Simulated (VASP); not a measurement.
# Y (P6_3/mmc) in VASP: notebook, part 2 of 2

VASP 6.6.1.

## Step 3: Single point, r2SCAN

File POSCAR:

```
Y
1.0
    3.6808463851      0.0000000000      0.0000000000
   -1.8404231926      3.1877064770      0.0000000000
    0.0000000000      0.0000000000      5.7206466204
Y
2
Direct
    0.3333333333      0.6666666667      0.2500000000
    0.6666666667      0.3333333333      0.7500000000
```

File INCAR.step1:

```
SYSTEM = Y
PREC = Accurate ; ENCUT = 520
ISMEAR = -1 ; SIGMA = 0.1
LREAL = .FALSE. ; LASPH = .TRUE.
NELM = 80 ; NBANDS = 18
GGA = PE ; ALGO = Normal
EDIFF = 1E-4 ; LWAVE = .TRUE.
LCHARG = .FALSE.
```

File INCAR.step2:

```
SYSTEM = Y
PREC = Accurate ; ENCUT = 520
EDIFF = 1E-6 ; ISMEAR = -1
SIGMA = 0.1 ; LREAL = .FALSE.
LASPH = .TRUE. ; NELM = 80
ALGO = Normal ; ISIF = 2
LWAVE = .FALSE. ; LCHARG = .FALSE.
METAGGA = R2SCAN ; LMIXTAU = .TRUE.
NBANDS = 18 ; ISTART = 1
```

File KPOINTS:

```
Automatic mesh
0
G
  14 14 8
  0 0 0
```

Potentials or basis: VASP PAW PBE potentials, release 64 (Y_sv).

On the command line:

```console
> cat potpaw_PBE.64/Y_sv/POTCAR > POTCAR
> cp INCAR.step1 INCAR
> mpirun -np 1 vasp_std > vasp.out
> cp INCAR.step2 INCAR
> mpirun -np 1 vasp_std > vasp.out
```

OUTCAR:

```text
SYSTEM = Y
   PREC = Accurate
   ENCUT = 520
   EDIFF = 1E-6
   ISMEAR = -1
   LREAL = .FALSE.
   LASPH = .TRUE.
   NELM = 80
   ISIF = 2
   METAGGA = R2SCAN
   ISTART = 1

 ion  position               nearest neighbor table
   1  0.333  0.667  0.250-   2 3.56   2 3.56   2 3.56   2 3.56   2 3.56   2 3.56
   2  0.667  0.333  0.750-   1 3.56   1 3.56   1 3.56   1 3.56   1 3.56   1 3.56

  LATTYP: Found a hexagonal cell.
 ALAT       =     3.6808463851
 C/A-ratio  =     1.5541660862

  Lattice vectors:

 A1 = (   3.6808463851,   0.0000000000,   0.0000000000)
 A2 = (  -1.8404231926,   3.1877064770,   0.0000000000)
 A3 = (   0.0000000000,   0.0000000000,   5.7206466204)

Analysis of symmetry for initial positions (statically):
=====================================================================
 Subroutine PRICEL returns:
 Original cell was already a primitive cell.

 Routine SETGRP: Setting up the symmetry group for a
 hexagonal supercell.

 Subroutine GETGRP returns: Found 24 space group operations
 (whereof 12 operations were pure point group operations)
 out of a pool of 24 trial point group operations.

The static configuration has the point symmetry D_3d.
 The point group associated with its full space group is D_6h.

Analysis of symmetry for dynamics (positions and initial velocities):
=====================================================================
 Subroutine PRICEL returns:
 Original cell was already a primitive cell.

 Routine SETGRP: Setting up the symmetry group for a
 hexagonal supercell.

 Subroutine GETGRP returns: Found 24 space group operations
 (whereof 12 operations were pure point group operations)
[... 113 lines left out ...]
   PSTRESS=    0.0 pullay stress
   NELECT =      22.0000    total number of electrons
   NUPDOWN=      -1.0000    fix difference up-down
   EMIN   =  10.00;   EMAX   =-10.00  energy-range for DOS
   EFERMI =   0.00;   METHOD = LEGACY
   ISMEAR =    -1;   SIGMA  =   0.10  broadening in eV -4-tet -1-fermi 0-gaus
   EFERMI_NEDOS =   21; number of points for ismear=-14 and -15
   IALGO  =     38    algorithm
   IMIX   =      4    mixing-type and parameters
     AMIX     =   0.40;   BMIX     =  1.00
     AMIX_MAG =   1.60;   BMIX_MAG =  1.00
  volume/ion in A,a.u.               =      33.56       226.48
  Fermi-wavevector in a.u.,A,eV,Ry     =   1.128735  2.133000 17.334405  1.274043
  Thomas-Fermi vector in A             =   2.265426
   LORBIT       =      0    0 simple, 1 ext, 2 COOP (PROOUT), +10 PAW based schemes
   METAGGA = R2SCAN    functional components
   LHFCALC =     F    Hartree Fock is set to
   AEXX    =    0.0000 exact exchange contribution
   IVDW    =     0    specifies the selected vdW correction
   LEPSILON=     F    determine dielectric tensor
   LRPA    =     F    only Hartree local field effects (RPA)
 non-spin polarized calculation
  energy-cutoff  :      520.00
  volume of cell :       67.12
 maximum number of plane-waves:      1834
 NGX is ok and might be reduce to    28
   NGX = 13   NGY = 13   NGZ = 21

 number of electron      22.0000000 magnetization

 Free energy of the ion-electron system (eV)
  ---------------------------------------------------
  ext. energy  EPLUGINS =         0.00000000
  ---------------------------------------------------
  free energy    TOTEN  =       -40.60258448 eV

  energy without entropy =      -40.48647011  energy(sigma->0) =      -40.54452729

 E-fermi :   2.9240     XC(G=0):  -9.9800

 val. band max:        2.9162594362   @ k =   0.3571   0.0000   0.0000
 cond. band min:       2.9322326142   @ k =   0.2143   0.1429   0.3750
 fundamental gap:      0.0159731780
 Fermi energy:         2.9240270586

 k-point     1 :       0.0000    0.0000    0.0000
  band No.  band energies     occupation
      1     -41.3032      2.00000
      2     -41.2279      2.00000
      3     -20.9287      2.00000
      4     -20.4500      2.00000
      5     -20.4500      2.00000
      6     -20.3606      2.00000
[... 481 lines left out ...]
      5     -20.6528      2.00000
      6     -20.6025      2.00000
[... 10 lines left out ...]
     17       8.0238      0.00000
     18       8.3675      0.00000

 [... further k-points ...]

------------------------ aborting loop because EDIFF is reached ----------------------------------------

  FORCE on cell =-STRESS in cart. coord.  units (eV):
  Direction    XX          YY          ZZ          XY          YZ          ZX
  --------------------------------------------------------------------------------------
  -------------------------------------------------------------------------------------
  Total       -0.0023358     -0.0023358      0.0110744      0.0000000      0.0000000     -0.0000000
  in kB       -0.0557529     -0.0557529      0.2643372      0.0000000      0.0000000     -0.0000000
  external PRESSURE =       0.0509438 kB  Pullay stress =       0.0000000 kB

 VOLUME and BASIS-vectors are now :
 -----------------------------------------------------------------------------
  energy-cutoff  :      520.00
  volume of cell :       67.12
      direct lattice vectors                 reciprocal lattice vectors
     3.680846385  0.000000000  0.000000000     0.271676646  0.156852585  0.000000000
    -1.840423193  3.187706477  0.000000000     0.000000000  0.313705169  0.000000000
     0.000000000  0.000000000  5.720646620     0.000000000  0.000000000  0.174805414

 POSITION                                       TOTAL-FORCE (eV/Angst)
 -----------------------------------------------------------------------------------
     -0.00000      2.12514      1.43016        -0.000000     -0.000000      0.000000
      1.84042      1.06257      4.29048         0.000000      0.000000      0.000000
 -----------------------------------------------------------------------------------
    total drift:                               -0.000000      0.000000     -0.000000

  FREE ENERGIE OF THE ION-ELECTRON SYSTEM (eV)
  ---------------------------------------------------
  free  energy   TOTEN  =       -40.6025844793 eV

  energy  without entropy=      -40.4864701094  energy(sigma->0) =      -40.54452729
```

OSZICAR.step1:

```text
N       E                     dE             d eps       ncg     rms          rms(c)
DAV:   1     0.880217547730E+02    0.88022E+02   -0.11270E+04  4320   0.115E+03
DAV:   2    -0.561739868052E+01   -0.93639E+02   -0.92007E+02  5320   0.257E+02
DAV:   3    -0.131092575257E+02   -0.74919E+01   -0.74288E+01  7598   0.434E+01
DAV:   4    -0.133338378203E+02   -0.22458E+00   -0.22429E+00  5338   0.740E+00
DAV:   5    -0.133390269648E+02   -0.51891E-02   -0.51876E-02  6328   0.908E-01    0.325E+01
DAV:   6    -0.129971295982E+02    0.34190E+00   -0.44062E-01  4758   0.399E+00    0.201E+01
DAV:   7    -0.129372110666E+02    0.59919E-01   -0.86109E-01  5584   0.516E+00    0.181E+00
DAV:   8    -0.129265838091E+02    0.10627E-01   -0.16815E-01  5308   0.229E+00    0.137E+00
DAV:   9    -0.129254833397E+02    0.11005E-02   -0.40597E-03  5992   0.390E-01    0.410E-01
DAV:  10    -0.129256722567E+02   -0.18892E-03   -0.20802E-03  4616   0.401E-01    0.408E-01
DAV:  11    -0.129255788355E+02    0.93421E-04   -0.16172E-04  3912   0.113E-01
   1 F= -.12925579E+02 E0= -.12864427E+02  d E =-.122303E+00
```

Run time: 12 min. Hardware: 1 thread of Intel Xeon Platinum 8259CL at 2.50GHz (Skylake/Cascade Lake), shared host; peak memory 0.29 GiB.

What came out:

```yaml
Free_energy: -40.6026 eV
Pressure: 0.0 GPa
Band_gap_on_the_k_mesh: zero (band 11 reaches 4.02 eV, above the bottom of band 12 at 2.36 eV)
```

Caveat: the PAW data sets were made with another functional, which shifts forces and pressure a little.
